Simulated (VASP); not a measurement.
# H5C3 (P-1) in VASP: single point with PBE

Aim: the single point of H5C3 with PBE.

All numbers are computed with VASP 6.6.1; they aren't measurements. Logs are shortened: lines on timing, memory, paths and dates and some standing lists are left out, and cuts for length are marked.

## 1. The cell of the first run

The typed cell holds 32 atoms: a = 7.021 Å, b = 6.972 Å, c = 8.546 Å, α = 80.12°, β = 70.56°, γ = 61.40°.

## 2. Single point, PBE

INCAR reads:

```
SYSTEM = H5C3
  PREC = Accurate
  ENCUT = 520
  EDIFF = 1E-6
  ISMEAR = 0
  SIGMA = 0.02
  LREAL = Auto
  LASPH = .TRUE.
  NELM = 100
  ALGO = Normal
  ISIF = 2
  LWAVE = .FALSE.
  LCHARG = .TRUE.
  GGA = PE
  LELF = .TRUE.
  LVHAR = .TRUE.
  NBANDS = 56
```

KPOINTS reads:

```
Automatic mesh
0
G
  4 4 4
  0 0 0
```

POSCAR reads:

```
H5C3
1.0
    7.0207208899     -0.0159058514      0.0571833043
    3.3518964219      6.1135203406     -0.0348441469
    2.7788427350      0.1941120804      8.0789197171
H C
20 12
Direct
    0.1400872229      0.7413561218      0.1975933828
    0.8599127771      0.2586438782      0.8024066172
    0.8874206527      0.6031577695      0.1899825463
    0.1125793473      0.3968422305      0.8100174537
    0.1318817001      0.1808091748      0.1302001041
    0.8681182999      0.8191908252      0.8697998959
    0.9435914834      0.2446372052      0.3307457843
    0.0564085166      0.7553627948      0.6692542157
    0.3526051060      0.9483485597      0.3166095330
    0.6473948940      0.0516514403      0.6833904670
    0.2375261624      0.1656657561      0.4536812831
    0.7624738376      0.8343342439      0.5463187169
    0.5493190052      0.1417262234      0.0990004153
    0.4506809948      0.8582737766      0.9009995847
    0.6379439018      0.0800998117      0.2799889028
    0.3620560982      0.9199001883      0.7200110972
    0.5447613633      0.4701682360      0.1590417394
    0.4552386367      0.5298317640      0.8409582606
    0.4109225881      0.4561779156      0.3717732372
    0.5890774119      0.5438220844      0.6282267628
    0.1896475899      0.5667044074      0.2183358995
    0.8103524101      0.4332955926      0.7816641005
    0.0480742216      0.4903861333      0.2158040270
    0.9519257784      0.5096138667      0.7841959730
    0.0969847715      0.2545879221      0.2475488451
    0.9030152285      0.7454120779      0.7524511549
    0.2958202133      0.1247862821      0.3215432827
    0.7041797867      0.8752137179      0.6784567173
    0.4918115594      0.1807882932      0.2315930675
    0.5081884406      0.8192117068      0.7684069325
    0.4173796686      0.4240438431      0.2473058022
    0.5826203314      0.5759561569      0.7526941978
```

Potentials or basis: VASP PAW PBE potentials, release 64 (H, C).

Run with:

```
$ cat potpaw_PBE.64/H/POTCAR potpaw_PBE.64/C/POTCAR > POTCAR
$ mpirun -np 1 vasp_std > vasp.out
```

OUTCAR:

```text
SYSTEM = H5C3
   PREC = Accurate
   ENCUT = 520
   EDIFF = 1E-6
   ISMEAR = 0
   LREAL = Auto
   LASPH = .TRUE.
   NELM = 100
   ISIF = 2
   GGA = PE

 ion  position               nearest neighbor table
   1  0.140  0.741  0.198-  21 1.09
   2  0.860  0.259  0.802-  22 1.09
   3  0.887  0.603  0.190-  23 1.09
   4  0.113  0.397  0.810-  24 1.09
   5  0.132  0.181  0.130-  25 1.11
   6  0.868  0.819  0.870-  26 1.11
[... 12 lines left out ...]
  19  0.411  0.456  0.372-  31 1.11
  20  0.589  0.544  0.628-  32 1.11
  21  0.190  0.567  0.218-   1 1.09  23 1.34  31 1.50
  22  0.810  0.433  0.782-   2 1.09  24 1.34  32 1.50
  23  0.048  0.490  0.216-   3 1.09  21 1.34  25 1.50
  24  0.952  0.510  0.784-   4 1.09  22 1.34  26 1.50
  25  0.097  0.255  0.248-   7 1.10   5 1.11  23 1.50  27 1.53
  26  0.903  0.745  0.752-   8 1.10   6 1.11  24 1.50  28 1.53
  27  0.296  0.125  0.322-   9 1.10  11 1.10  29 1.53  25 1.53
  28  0.704  0.875  0.678-  10 1.10  12 1.10  30 1.53  26 1.53
  29  0.492  0.181  0.232-  15 1.10  13 1.10  27 1.53  31 1.53
  30  0.508  0.819  0.768-  16 1.10  14 1.10  28 1.53  32 1.53
  31  0.417  0.424  0.247-  17 1.10  19 1.11  21 1.50  29 1.53
  32  0.583  0.576  0.753-  18 1.10  20 1.11  22 1.50  30 1.53

  Warning from LATTYP: Got some problem with cell dimensions!
  Tried to take original basis but could not verify dimensions!
  LATTYP: Found a triclinic cell.
 ALAT       =     6.9721986986
 B/A-ratio  =     1.7566488856
 C/A-ratio  =     1.2256788810
 COS(alpha) =     0.0044984044
 COS(beta)  =     0.1715211197
 COS(gamma) =     0.8641134392

  Lattice vectors:

 A1 = (   3.3518964219,   6.1135203406,  -0.0348441469)
 A2 = (  -0.3169280461,  12.2429465326,  -0.1268715981)
 A3 = (   2.7788427350,   0.1941120804,   8.0789197171)

Analysis of symmetry for initial positions (statically):
=====================================================================
 Subroutine PRICEL returns:
 Original cell was already a primitive cell.

 Routine SETGRP: Setting up the symmetry group for a
 triclinic supercell.

 Subroutine GETGRP returns: Found  2 space group operations
 (whereof  2 operations were pure point group operations)
 out of a pool of  2 trial point group operations.

The static configuration has the point symmetry S_2 .

Analysis of symmetry for dynamics (positions and initial velocities):
=====================================================================
 Subroutine PRICEL returns:
 Original cell was already a primitive cell.

 Routine SETGRP: Setting up the symmetry group for a
 triclinic supercell.

 Subroutine GETGRP returns: Found  2 space group operations
 (whereof  2 operations were pure point group operations)
 out of a pool of  2 trial point group operations.

The dynamic configuration has the point symmetry S_2 .

 Subroutine INISYM returns: Found  2 space group operations
 (whereof  2 operations are pure point group operations),
 and found     1 'primitive' translations

----------------------------------------------------------------------------------------

                                     Primitive cell

  volume of cell :     346.3034

  direct lattice vectors                    reciprocal lattice vectors
     7.020720890 -0.015905851  0.057183304     0.142641984 -0.078476067 -0.047177903
     3.351896422  6.113520341 -0.034844147     0.000403121  0.163327699 -0.004062930
     2.778842735  0.194112080  8.078919717    -0.001007894  0.001259888  0.124095331

  length of vectors
     7.020971780  6.972198699  8.545676699     0.169502163  0.163378723  0.124105819

  position of ions in fractional coordinates (direct lattice)
     0.140087223  0.741356122  0.197593383
     0.859912777  0.258643878  0.802406617
     0.887420653  0.603157770  0.189982546
     0.112579347  0.396842230  0.810017454
     0.131881700  0.180809175  0.130200104
     0.868118300  0.819190825  0.869799896
[... 24 lines left out ...]
     0.417379669  0.424043843  0.247305802
     0.582620331  0.575956157  0.752694198

  ion indices of the primitive-cell ions
   primitive index   ion index
                 1           1
                 2           2
                 3           3
                 4           4
                 5           5
                 6           6
[... 24 lines left out ...]
                31          31
                32          32

----------------------------------------------------------------------------------------

 KPOINTS: Automatic mesh

Automatic generation of k-mesh.
 Grid dimensions read from file:
 generate k-points for:    4    4    4

 Generating k-lattice:

  Cartesian coordinates                     Fractional coordinates (reciprocal lattice)
     0.035660496 -0.019619017 -0.011794476     0.250000000  0.000000000  0.000000000
     0.000100780  0.040831925 -0.001015733     0.000000000  0.250000000  0.000000000
    -0.000251973  0.000314972  0.031023833     0.000000000  0.000000000  0.250000000

  Length of vectors
     0.042375541  0.040844681  0.031026455

  Shift w.r.t. Gamma in fractional coordinates (k-lattice)
     0.000000000  0.000000000  0.000000000

 Subroutine IBZKPT returns following result:
 ===========================================

 Found     36 irreducible k-points:

 Following reciprocal coordinates:
            Coordinates               Weight
  0.000000  0.000000  0.000000      1.000000
  0.250000  0.000000 -0.000000      2.000000
  0.500000  0.000000 -0.000000      1.000000
 -0.000000  0.250000 -0.000000      2.000000
  0.250000  0.250000 -0.000000      2.000000
  0.500000  0.250000 -0.000000      2.000000
[... 16 lines left out ...]
  0.000000 -0.250000  0.250000      2.000000
  0.250000 -0.250000  0.250000      2.000000
 [... further k-points ...]
   k-points           NKPTS =     36   k-points in BZ     NKDIM =     36   number of bands    NBANDS=     56
   number of dos      NEDOS =    301   number of ions     NIONS =     32
   total plane-waves  NPLWV = 186624
   dimension x,y,z NGX =    54 NGY =   54 NGZ =   64
   dimension x,y,z NGXF=   108 NGYF=  108 NGZF=  128
   ions per type =              20  12
   NGX,Y,Z   is equivalent  to a cutoff of  12.79, 12.88, 12.45 a.u.
   NGXF,Y,Z  is equivalent  to a cutoff of  25.57, 25.75, 24.90 a.u.
 SYSTEM =  H5C3
   PREC   = accura    normal or accurate (medium, high low for compatibility)
   ISTART =      0    job   : 0-new  1-cont  2-samecut
   ICHARG =      2    charge: 1-file 2-atom 10-const
   ISPIN  =      1    spin polarized calculation?
   LNONCOLLINEAR =      F non collinear calculations
   LSORBIT =      F    spin-orbit coupling
   LASPH  =      T    aspherical Exc in radial PAW
   ENCUT  =  520.0 eV  38.22 Ry    6.18 a.u.  13.05 12.96 15.89*2*pi/ulx,y,z
   NELM   =    100;   NELMIN=  2; NELMDL= -5     # of ELM steps
   EDIFF  = 0.1E-05   stopping-criterion for ELM
   LREAL  =      T    real-space projection
   EDIFFG = 0.1E-04   stopping-criterion for IOM
   NSW    =      0    number of steps for IOM
   IBRION =     -1    ionic relax: 0-MD 1-quasi-New 2-CG
   NFREE  =      0    steps in history (QN), initial steepest desc. (CG)
   ISIF   =      2    stress and relaxation
   ISYM   =      2    0-nonsym 1-usesym 2-fastsym
   POTIM  = 0.5000    time-step for ionic-motion
   TEBEG  =    0.0;   TEEND  =   0.0 temperature during run
   PSTRESS=    0.0 pullay stress
   NELECT =      68.0000    total number of electrons
   NUPDOWN=      -1.0000    fix difference up-down
   EMIN   =  10.00;   EMAX   =-10.00  energy-range for DOS
   EFERMI =   0.00;   METHOD = LEGACY
   ISMEAR =     0;   SIGMA  =   0.02  broadening in eV -4-tet -1-fermi 0-gaus
   EFERMI_NEDOS =   21; number of points for ismear=-14 and -15
   IALGO  =     38    algorithm
   IMIX   =      4    mixing-type and parameters
     AMIX     =   0.40;   BMIX     =  1.00
     AMIX_MAG =   1.60;   BMIX_MAG =  1.00
  volume/ion in A,a.u.               =      10.82        73.03
  Fermi-wavevector in a.u.,A,eV,Ry     =   0.951537  1.798144 12.319016  0.905422
  Thomas-Fermi vector in A             =   2.080016
   LORBIT       =      0    0 simple, 1 ext, 2 COOP (PROOUT), +10 PAW based schemes
   GGA     = PE    functional components
   LHFCALC =     F    Hartree Fock is set to
   AEXX    =    0.0000 exact exchange contribution
   IVDW    =     0    specifies the selected vdW correction
   LEPSILON=     F    determine dielectric tensor
   LRPA    =     F    only Hartree local field effects (RPA)
 non-spin polarized calculation
 Gauss-broadening in eV      SIGMA  =   0.02
  energy-cutoff  :      520.00
  volume of cell :      346.30
 maximum number of plane-waves:      9354
 NGX is ok and might be reduce to    54
   NGX = 27   NGY = 25   NGZ = 31

 number of electron      67.9999996 magnetization

 Free energy of the ion-electron system (eV)
  ---------------------------------------------------
  ext. energy  EPLUGINS =         0.00000000
  ---------------------------------------------------
  free energy    TOTEN  =      -181.83973473 eV

  energy without entropy =     -181.83973473  energy(sigma->0) =     -181.83973473

 E-fermi :  -2.1723     XC(G=0):  -6.6426

 val. band max:       -2.3047487778   @ k =   0.0000   0.0000   0.5000
 cond. band min:       2.0178797443   @ k =   0.0000   0.0000   0.0000
 fundamental gap:      4.3226285221
 Fermi energy:        -2.1722556582

 k-point     1 :       0.0000    0.0000    0.0000
  band No.  band energies     occupation
      1     -17.2743      2.00000
      2     -17.2137      2.00000
      3     -14.8851      2.00000
      4     -14.8635      2.00000
      5     -14.8216      2.00000
      6     -14.8085      2.00000
[... 38 lines left out ...]
     45       5.1825      0.00000
     46       5.7444      0.00000

 k-point     2 :       0.2500    0.0000   -0.0000
  band No.  band energies     occupation
      1     -17.2587      2.00000
      2     -17.2155      2.00000
      3     -14.9037      2.00000
      4     -14.8849      2.00000
      5     -14.8344      2.00000
      6     -14.8119      2.00000
[... 1070 lines left out ...]
 k-point    24 :       0.2500   -0.2500    0.2500
  band No.  band energies     occupation
      1     -17.2455      2.00000
      2     -17.2153      2.00000
      3     -14.9132      2.00000
      4     -14.8905      2.00000
      5     -14.8614      2.00000
      6     -14.8206      2.00000
[... 38 lines left out ...]
     45       5.7549      0.00000
     46       5.8694      0.00000

 [... further k-points ...]

 [bands above 46 left out]

------------------------ aborting loop because EDIFF is reached ----------------------------------------

  FORCE on cell =-STRESS in cart. coord.  units (eV):
  Direction    XX          YY          ZZ          XY          YZ          ZX
  --------------------------------------------------------------------------------------
  -------------------------------------------------------------------------------------
  Total        0.1026859     -0.0608491      0.0216606      0.0214411     -0.0579755      0.0473205
  in kB        0.4750778     -0.2815193      0.1002130      0.0991973     -0.2682242      0.2189289
  external PRESSURE =       0.0979238 kB  Pullay stress =       0.0000000 kB

 VOLUME and BASIS-vectors are now :
 -----------------------------------------------------------------------------
  energy-cutoff  :      520.00
  volume of cell :      346.30
      direct lattice vectors                 reciprocal lattice vectors
     7.020720890 -0.015905851  0.057183304     0.142641984 -0.078476067 -0.047177903
     3.351896422  6.113520341 -0.034844147     0.000403121  0.163327699 -0.004062930
     2.778842735  0.194112080  8.078919717    -0.001007894  0.001259888  0.124095331

 POSITION                                       TOTAL-FORCE (eV/Angst)
 -----------------------------------------------------------------------------------
      4.01754      4.56842      1.57852         0.006319      0.013745     -0.003772
      9.13392      1.72330      6.52274        -0.006319     -0.013745      0.003772
      8.77999      3.71018      1.56458        -0.006135     -0.000180     -0.001574
      4.37147      2.58155      6.53668         0.006135      0.000180      0.001574
      1.89376      1.12856      1.05312        -0.011586     -0.009262     -0.013016
     11.25770      5.16317      7.04814         0.011586      0.009262      0.013016
[... 24 lines left out ...]
      5.03888      2.63377      2.00706         0.019875      0.010351      0.006467
      8.11258      3.65796      6.09420        -0.019875     -0.010351     -0.006467
 -----------------------------------------------------------------------------------
    total drift:                                0.000000      0.000000      0.000000

  FREE ENERGIE OF THE ION-ELECTRON SYSTEM (eV)
  ---------------------------------------------------
  free  energy   TOTEN  =      -181.8397347257 eV

  energy  without entropy=     -181.8397347257  energy(sigma->0) =     -181.83973473
```

It took 20 min on 1 thread of Intel Xeon Platinum 8259CL at 2.50GHz (Skylake/Cascade Lake), shared host; peak memory 0.67 GiB.

Results:

- Free energy: -181.8397 eV
- Pressure: 0.0 GPa
- Largest force: 0.026 eV/Å
- Band gap on the k mesh: 4.32 eV, indirect (least direct gap 4.42 eV)

Forces on the atoms (eV/Å):
```
H    0.006  0.014 -0.004
H   -0.006 -0.014  0.004
H   -0.006  0.000 -0.002
H    0.006  0.000  0.002
H   -0.012 -0.009 -0.013
H    0.012  0.009  0.013
H   -0.018 -0.001  0.012
H    0.018  0.001 -0.012
H   -0.003 -0.015 -0.001
H    0.003  0.015  0.001
H    0.001  0.002  0.016
H   -0.001 -0.002 -0.016
H    0.000 -0.007 -0.018
H    0.000  0.007  0.018
H    0.015 -0.012  0.008
H   -0.015  0.012 -0.008
H    0.013  0.006 -0.008
H   -0.013 -0.006  0.008
H    0.008  0.004  0.012
H   -0.008 -0.004 -0.012
C    0.010  0.023  0.001
C   -0.010 -0.023 -0.001
C   -0.026  0.006 -0.002
C    0.026 -0.006  0.002
C   -0.012  0.011 -0.007
C    0.012 -0.011  0.007
C   -0.006 -0.012  0.020
C    0.006  0.012 -0.020
C    0.015  0.001 -0.006
C   -0.015 -0.001  0.006
C    0.020  0.010  0.006
C   -0.020 -0.010 -0.006
```

A k mesh can miss the band edges.
